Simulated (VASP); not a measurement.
# SnSe (Fm-3m) in VASP: a series of runs

The runs below take SnSe through single point, with PBE+D3(BJ).

Everything below comes from runs of VASP 6.6.1. Logs are shortened: lines on timing, memory, paths and dates and some standing lists are left out, and cuts for length are marked.

## 1. The cell of the first run

The structure is cubic, space group Fm-3m (No. 225). Conventional cell: a = 5.917 Å, b = 5.917 Å, c = 5.917 Å, α = 90.00°, β = 90.00°, γ = 90.00°. Within 3.9 Å of Sn (site symmetry m-3m) lie 6 Se at 2.96 Å. Within 3.9 Å of Se (site symmetry m-3m) lie 6 Sn at 2.96 Å.

## 2. Single point, PBE+D3(BJ) (volume scaled by 0.97)

INCAR

```
PREC = Accurate ; ENCUT = 520
EDIFF = 1E-6 ; ISMEAR = 0
SIGMA = 0.02 ; LREAL = F
LASPH = T ; NELM = 100
ALGO = Normal ; ISIF = 2
LWAVE = F ; LCHARG = F
GGA = PE ; IVDW = 12
NBANDS = 17
```

KPOINTS

```
regular mesh
0
Gamma
  10 10 10
```

POSCAR

```
SnSe
1.0
    0.0000000000      2.9585771887      2.9585771887
    2.9585771887      0.0000000000      2.9585771887
    2.9585771887      2.9585771887      0.0000000000
Sn Se
1 1
Direct
    0.0000000000      0.0000000000      0.0000000000
    0.5000000000      0.5000000000      0.5000000000
```

Potentials or basis: VASP PAW PBE potentials, release 64 (Sn_d, Se).

Launch:

```console
$ cat potpaw_PBE.64/Sn_d/POTCAR potpaw_PBE.64/Se/POTCAR > POTCAR
$ mpirun -np 1 vasp_std > vasp.out
```

OUTCAR:

```text
PREC = Accurate
   ENCUT = 520
   EDIFF = 1E-6
   ISMEAR = 0
   LREAL = F
   LASPH = T
   NELM = 100
   ISIF = 2
   GGA = PE
   IVDW = 12
 IVDW          = 12

 ion  position               nearest neighbor table
   1  0.000  0.000  0.000-   2 2.96   2 2.96   2 2.96   2 2.96   2 2.96   2 2.96
   2  0.500  0.500  0.500-   1 2.96   1 2.96   1 2.96   1 2.96   1 2.96   1 2.96

  LATTYP: Found a face centered cubic cell.
 ALAT       =     5.9171543774

  Lattice vectors:

 A1 = (   0.0000000000,   2.9585771887,   2.9585771887)
 A2 = (   2.9585771887,   0.0000000000,   2.9585771887)
 A3 = (   2.9585771887,   2.9585771887,   0.0000000000)

Analysis of symmetry for initial positions (statically):
=====================================================================
 Subroutine PRICEL returns:
 Original cell was already a primitive cell.

 Routine SETGRP: Setting up the symmetry group for a
 face centered cubic supercell.

 Subroutine GETGRP returns: Found 48 space group operations
 (whereof 48 operations were pure point group operations)
 out of a pool of 48 trial point group operations.

The static configuration has the point symmetry O_h .

Analysis of symmetry for dynamics (positions and initial velocities):
=====================================================================
 Subroutine PRICEL returns:
 Original cell was already a primitive cell.

 Routine SETGRP: Setting up the symmetry group for a
 face centered cubic supercell.

 Subroutine GETGRP returns: Found 48 space group operations
 (whereof 48 operations were pure point group operations)
 out of a pool of 48 trial point group operations.

The dynamic configuration has the point symmetry O_h .

 Subroutine INISYM returns: Found 48 space group operations
 (whereof 48 operations are pure point group operations),
 and found     1 'primitive' translations

----------------------------------------------------------------------------------------

                                     Primitive cell

  volume of cell :      51.7939

  direct lattice vectors                    reciprocal lattice vectors
     0.000000000  2.958577189  2.958577189    -0.169000154  0.169000154  0.169000154
     2.958577189  0.000000000  2.958577189     0.169000154 -0.169000154  0.169000154
     2.958577189  2.958577189  0.000000000     0.169000154  0.169000154 -0.169000154

  length of vectors
     4.184059986  4.184059986  4.184059986     0.292716853  0.292716853  0.292716853

  position of ions in fractional coordinates (direct lattice)
     0.000000000  0.000000000  0.000000000
     0.500000000  0.500000000  0.500000000

  ion indices of the primitive-cell ions
   primitive index   ion index
                 1           1
                 2           2

----------------------------------------------------------------------------------------

 KPOINTS: regular mesh

Automatic generation of k-mesh.
 Grid dimensions read from file:
 generate k-points for:   10   10   10

 Generating k-lattice:

  Cartesian coordinates                     Fractional coordinates (reciprocal lattice)
    -0.016900015  0.016900015  0.016900015     0.100000000  0.000000000  0.000000000
     0.016900015 -0.016900015  0.016900015     0.000000000  0.100000000  0.000000000
     0.016900015  0.016900015 -0.016900015     0.000000000  0.000000000  0.100000000

  Length of vectors
     0.029271685  0.029271685  0.029271685

  Shift w.r.t. Gamma in fractional coordinates (k-lattice)
     0.000000000  0.000000000  0.000000000

 Subroutine IBZKPT returns following result:
 ===========================================

 Found     47 irreducible k-points:

 Following reciprocal coordinates:
            Coordinates               Weight
  0.000000  0.000000  0.000000      1.000000
  0.100000  0.000000  0.000000      8.000000
  0.200000  0.000000  0.000000      8.000000
  0.300000  0.000000  0.000000      8.000000
  0.400000  0.000000  0.000000      8.000000
  0.500000  0.000000  0.000000      4.000000
[... 16 lines left out ...]
  0.300000  0.300000  0.000000      6.000000
  0.400000  0.300000  0.000000     24.000000
 [... further k-points ...]
   k-points           NKPTS =     47   k-points in BZ     NKDIM =     47   number of bands    NBANDS=     17
   number of dos      NEDOS =    301   number of ions     NIONS =      2
   total plane-waves  NPLWV =  32768
   dimension x,y,z NGX =    32 NGY =   32 NGZ =   32
   dimension x,y,z NGXF=    64 NGYF=   64 NGZF=   64
   ions per type =               1   1
   NGX,Y,Z   is equivalent  to a cutoff of  12.71, 12.71, 12.71 a.u.
   NGXF,Y,Z  is equivalent  to a cutoff of  25.43, 25.43, 25.43 a.u.
 SYSTEM =  unknown system
   PREC   = accura    normal or accurate (medium, high low for compatibility)
   ISTART =      0    job   : 0-new  1-cont  2-samecut
   ICHARG =      2    charge: 1-file 2-atom 10-const
   ISPIN  =      1    spin polarized calculation?
   LNONCOLLINEAR =      F non collinear calculations
   LSORBIT =      F    spin-orbit coupling
   LASPH  =      T    aspherical Exc in radial PAW
   ENCUT  =  520.0 eV  38.22 Ry    6.18 a.u.   7.78  7.78  7.78*2*pi/ulx,y,z
   NELM   =    100;   NELMIN=  2; NELMDL= -5     # of ELM steps
   EDIFF  = 0.1E-05   stopping-criterion for ELM
   LREAL  =      F    real-space projection
   EDIFFG = 0.1E-04   stopping-criterion for IOM
   NSW    =      0    number of steps for IOM
   IBRION =     -1    ionic relax: 0-MD 1-quasi-New 2-CG
   NFREE  =      0    steps in history (QN), initial steepest desc. (CG)
   ISIF   =      2    stress and relaxation
   ISYM   =      2    0-nonsym 1-usesym 2-fastsym
   POTIM  = 0.5000    time-step for ionic-motion
   TEBEG  =    0.0;   TEEND  =   0.0 temperature during run
   PSTRESS=    0.0 pullay stress
   NELECT =      20.0000    total number of electrons
   NUPDOWN=      -1.0000    fix difference up-down
   EMIN   =  10.00;   EMAX   =-10.00  energy-range for DOS
   EFERMI =   0.00;   METHOD = LEGACY
   ISMEAR =     0;   SIGMA  =   0.02  broadening in eV -4-tet -1-fermi 0-gaus
   EFERMI_NEDOS =   21; number of points for ismear=-14 and -15
   IALGO  =     38    algorithm
   IMIX   =      4    mixing-type and parameters
     AMIX     =   0.40;   BMIX     =  1.00
     AMIX_MAG =   1.60;   BMIX_MAG =  1.00
  volume/ion in A,a.u.               =      25.90       174.76
  Fermi-wavevector in a.u.,A,eV,Ry     =   1.192135  2.252808 19.336392  1.421185
  Thomas-Fermi vector in A             =   2.328180
   LORBIT       =      0    0 simple, 1 ext, 2 COOP (PROOUT), +10 PAW based schemes
   GGA     = PE    functional components
   LHFCALC =     F    Hartree Fock is set to
   AEXX    =    0.0000 exact exchange contribution
   IVDW    =    12    specifies the selected vdW correction
   LEPSILON=     F    determine dielectric tensor
   LRPA    =     F    only Hartree local field effects (RPA)
 non-spin polarized calculation
 Gauss-broadening in eV      SIGMA  =   0.02
  energy-cutoff  :      520.00
  volume of cell :       51.79
 maximum number of plane-waves:      1411
   NGX = 15   NGY = 15   NGZ = 15

 number of electron      20.0000003 magnetization

 Free energy of the ion-electron system (eV)
  ---------------------------------------------------
  ext. energy  EPLUGINS =         0.00000000
  ---------------------------------------------------
  free energy    TOTEN  =        -8.16973287 eV

  energy without entropy =       -8.16973287  energy(sigma->0) =       -8.16973287

 E-fermi :   6.3677     XC(G=0):  -9.8350

 val. band max:        6.1869236677   @ k =  -0.2000   0.2000   0.0000
 cond. band min:       6.6836458676   @ k =  -0.4000   0.1000   0.0000
 fundamental gap:      0.4967221999
 Fermi energy:         6.3676680752

 k-point     1 :       0.0000    0.0000    0.0000
  band No.  band energies     occupation
      1     -15.4193      2.00000
      2     -15.4193      2.00000
      3     -15.4193      2.00000
      4     -15.4192      2.00000
      5     -15.4192      2.00000
      6      -8.0504      2.00000
[... 9 lines left out ...]
     16      11.9777      0.00000
     17      14.3288      0.00000

 k-point     2 :       0.1000    0.0000    0.0000
  band No.  band energies     occupation
      1     -15.4202      2.00000
      2     -15.4202      2.00000
      3     -15.4190      2.00000
      4     -15.4177      2.00000
      5     -15.4177      2.00000
      6      -7.9728      2.00000
[... 9 lines left out ...]
     16      12.2392      0.00000
     17      15.1521      0.00000

 k-point     3 :       0.2000    0.0000    0.0000
  band No.  band energies     occupation
      1     -15.4228      2.00000
      2     -15.4228      2.00000
      3     -15.4183      2.00000
      4     -15.4137      2.00000
      5     -15.4137      2.00000
      6      -7.7534      2.00000
[... 9 lines left out ...]
     16      12.8984      0.00000
     17      16.7874      0.00000

 k-point     4 :       0.3000    0.0000    0.0000
  band No.  band energies     occupation
      1     -15.4260      2.00000
      2     -15.4260      2.00000
      3     -15.4174      2.00000
      4     -15.4087      2.00000
      5     -15.4087      2.00000
      6      -7.4398      2.00000
[... 9 lines left out ...]
     16      13.9163      0.00000
     17      18.4890      0.00000
[... 343 lines left out ...]
      1     -15.4268      2.00000
      2     -15.4252      2.00000
      3     -15.4163      2.00000
      4     -15.4113      2.00000
      5     -15.4073      2.00000
      6      -7.3332      2.00000
[... 9 lines left out ...]
     16      15.7678      0.00000
     17      16.1109      0.00000

 k-point    23 :       0.3000    0.3000    0.0000
  band No.  band energies     occupation
      1     -15.4409      2.00000
      2     -15.4247      2.00000
      3     -15.4130      2.00000
      4     -15.4052      2.00000
      5     -15.4052      2.00000
      6      -7.2352      2.00000
[... 9 lines left out ...]
     16      16.5072      0.00000
     17      16.5190      0.00000

 k-point    24 :       0.4000    0.3000    0.0000
  band No.  band energies     occupation
      1     -15.4455      2.00000
      2     -15.4245      2.00000
      3     -15.4134      2.00000
      4     -15.4028      2.00000
      5     -15.4017      2.00000
      6      -7.0006      2.00000
[... 9 lines left out ...]
     16      17.0876      0.00000
     17      17.6927      0.00000

 [... further k-points ...]

------------------------ aborting loop because EDIFF is reached ----------------------------------------

 Edisp (eV)   -0.74516

 E8    (eV) :    -0.3357

  FORCE on cell =-STRESS in cart. coord.  units (eV):
  Direction    XX          YY          ZZ          XY          YZ          ZX
  --------------------------------------------------------------------------------------
  -------------------------------------------------------------------------------------
  Total       0.55373     0.55373     0.55373     0.00000     0.00000     0.00000
  in kB      17.12900    17.12900    17.12900     0.00000     0.00000     0.00000
  external pressure =       17.13 kB  Pullay stress =        0.00 kB

 VOLUME and BASIS-vectors are now :
 -----------------------------------------------------------------------------
  energy-cutoff  :      520.00
  volume of cell :       51.79
      direct lattice vectors                 reciprocal lattice vectors
     0.000000000  2.958577189  2.958577189    -0.169000154  0.169000154  0.169000154
     2.958577189  0.000000000  2.958577189     0.169000154 -0.169000154  0.169000154
     2.958577189  2.958577189  0.000000000     0.169000154  0.169000154 -0.169000154

 POSITION                                       TOTAL-FORCE (eV/Angst)
 -----------------------------------------------------------------------------------
      0.00000      0.00000      0.00000         0.000000      0.000000      0.000000
      2.95858      2.95858      2.95858        -0.000000     -0.000000     -0.000000
 -----------------------------------------------------------------------------------
    total drift:                                0.000000     -0.000000     -0.000000

  FREE ENERGIE OF THE ION-ELECTRON SYSTEM (eV)
  ---------------------------------------------------
  free  energy   TOTEN  =        -8.9148941056 eV

  energy  without entropy=       -8.9148941056  energy(sigma->0) =       -8.91489411
```

Wall time 14 s (1 thread of Intel Xeon 6975P-C (Granite Rapids), shared host); peak memory 0.2 GiB.

What came out:

| Property | Result |
| --- | --- |
| Free energy | -8.9149 eV |
| Pressure | 1.7 GPa |
| Band gap on the k mesh | 0.50 eV, indirect (least direct gap 0.60 eV) |
| Dispersion energy per atom | -0.373 eV |

Levels at points of the mesh, in eV from the valence-band top:
| k point | band 8 | band 9 | band 10 | band 11 | band 12 | band 13 |
| --- | --- | --- | --- | --- | --- | --- |
| (0.00, 0.00, 0.00) | -2.35 | -2.35 | -2.35 | 4.50 | 4.50 | 4.50 |
| (0.50, 0.00, 0.00) | -2.09 | -2.09 | -0.05 | 0.77 | 1.21 | 1.21 |
| (0.50, 0.50, 0.00) | -5.84 | -3.89 | -3.89 | 2.84 | 5.64 | 5.64 |

Caveat: the cell differs from its parent crystal (volume scaled by 0.97); spin-orbit coupling is left out, which moves the levels of the heavy elements. A k mesh can miss the band edges.

## 3. Single point, PBE+D3(BJ)

This run uses another cell than the first one, of 27.27 Å³/atom, 1.053 times its volume.

INCAR

```
SYSTEM = SnSe
ALGO     = Normal         ! electronic algorithm
EDIFF    = 1E-7           ! SCF threshold, eV
ENCUT    = 520            ! plane-wave cutoff, eV
GGA      = PE             ! functional
ISIF     = 2              ! what is computed and relaxed
ISMEAR   = 0              ! smearing method
IVDW     = 12             ! dispersion correction
LASPH    = .TRUE.         ! aspherical terms in the spheres
LCHARG   = .TRUE.         ! write CHGCAR
LELF     = .TRUE.         ! ELF
LREAL    = .FALSE.        ! projectors in reciprocal space
LVHAR    = .TRUE.       
LWAVE    = .FALSE.        ! write WAVECAR
NBANDS   = 17             ! bands
NELM     = 60             ! most SCF steps
PREC     = Accurate       ! precision mode
SIGMA    = 0.02           ! smearing width, eV
```

KPOINTS

```
k-points
0
G
  10 10 10
  0 0 0
```

POSCAR

```
SnSe
1.0
    0.0000000000      3.0100000000      3.0100000000
    3.0100000000      0.0000000000      3.0100000000
    3.0100000000      3.0100000000      0.0000000000
Sn Se
1 1
Direct
    0.0000000000      0.0000000000      0.0000000000
    0.5000000000      0.5000000000      0.5000000000
```

Potentials or basis: VASP PAW PBE potentials, release 64 (Sn_d, Se).

Launch:

```console
$ cat potpaw_PBE.64/Sn_d/POTCAR potpaw_PBE.64/Se/POTCAR > POTCAR
$ mpirun -np 1 vasp_std > vasp.out
```

Wall time 18 s (1 thread of Intel Xeon 6975P-C (Granite Rapids), shared host); peak memory 0.2 GiB.

It converged, with:

```
Free energy                : -8.9198 eV
Pressure                   : -1.1 GPa
Band gap on the k mesh     : 0.50 eV, indirect (least direct gap 0.58 eV)
Dispersion energy per atom : -0.353 eV
```

Levels at points of the mesh, in eV from the valence-band top:
```csv
k point,band 7,band 8,band 9,band 10,band 11,band 12,band 13,band 14
"(0.00, 0.00, 0.00)",-5.06,-2.18,-2.18,-2.18,4.32,4.32,4.32,5.87
"(0.50, 0.00, 0.00)",-8.04,-1.94,-1.94,0.00,0.58,1.25,1.25,8.25
"(0.50, 0.50, 0.00)",-6.00,-5.46,-3.63,-3.63,3.03,5.35,5.35,5.98
```

Caveat: spin-orbit coupling is left out, which moves the levels of the heavy elements.
